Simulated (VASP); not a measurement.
MgH2:

```
Mg H
1.0
     4.74161    0.00000    0.00000
     0.00000    9.29448    0.00000
     0.00000    0.00000    4.86876
Mg H
8 16
Cartesian
  1.2983 1.0871 0.1480
  1.0725 8.2074 2.5824
  3.4433 5.7343 2.2863
  3.6691 1.0871 2.2863
  3.6691 3.5602 4.7207
  1.2983 3.5602 2.5824
  1.0725 5.7343 0.1480
  3.4433 8.2074 4.7207
  2.4315 4.4103 1.1797
  0.0607 4.4103 1.2547
  0.0607 0.2370 3.6891
  4.6809 4.8842 3.6141
  1.6075 6.5426 1.8433
  1.6075 7.3991 4.2777
  2.3101 9.0575 1.2547
  4.6809 9.0575 1.1797
  3.9784 7.3991 3.0254
  3.9784 6.5426 0.5910
  2.4315 0.2370 3.6141
  2.3101 4.8842 3.6891
  3.1341 1.8953 0.5910
  0.7633 2.7519 4.2777
  0.7633 1.8953 1.8433
  3.1341 2.7519 3.0254
```

Base run:

* Program: VASP 6.6.1
* Functional: r2SCAN
* Potentials or basis: VASP PAW PBE potentials, release 64 (Mg, H)
* Cutoff: 520 eV
* k mesh: 6 × 4 × 6
* Occupations: fermi-dirac, width 0.02 eV
* Spin: no spin polarisation

Its results: band gap on the k mesh 2.57 eV; pressure -0.5 GPa; largest force 0.011 eV/Å.

Problem. The run is repeated on the same cell with these changes: functional from r2SCAN to PBE. What comes out?

Solution. Band gap on the k mesh 2.02 eV; pressure 0.8 GPa; largest force 0.038 eV/Å.

Caveats: the PAW data sets were made with another functional, which shifts forces and pressure a little (at least some runs).

A k mesh can miss the band edges.
